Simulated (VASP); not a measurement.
Input of a VASP 6.6.1 run:

File INCAR:

```
  PREC = Accurate
  ENCUT = 600
  EDIFF = 1E-6
  ISMEAR = 0
  SIGMA = 0.02
  LREAL = F
  LASPH = T
  NELM = 120
  ALGO = Normal
  ISIF = 2
  LWAVE = F
  LCHARG = F
  GGA = PE
  NBANDS = 11
  GGA_COMPAT = F
```

File KPOINTS:

```
regular mesh
0
Gamma
  12 12 12
```

The input POSCAR:

```
BN
1.0
    0.0000000000      1.8123428894      1.8123428894
    1.8123428894      0.0000000000      1.8123428894
    1.8123428894      1.8123428894      0.0000000000
B N
1 1
Direct
    0.7500000000      0.7500000000      0.7500000000
    0.0000000000      0.0000000000      0.0000000000
```

Potentials or basis: VASP PAW PBE potentials, release 64 (B, N).

The run is started by

```sh
$ cat potpaw_PBE.64/B/POTCAR potpaw_PBE.64/N/POTCAR > POTCAR
$ mpirun -np 1 vasp_std > vasp.out
```

Question: Predict the pressure.

Answer: 0.0 GPa.

Question: What does it give for the band gap on the k mesh?

Answer: 4.45 eV, indirect (least direct gap 8.78 eV).

A k mesh can miss the band edges. PBE gaps usually lie below the measured ones, often by a third to a half.
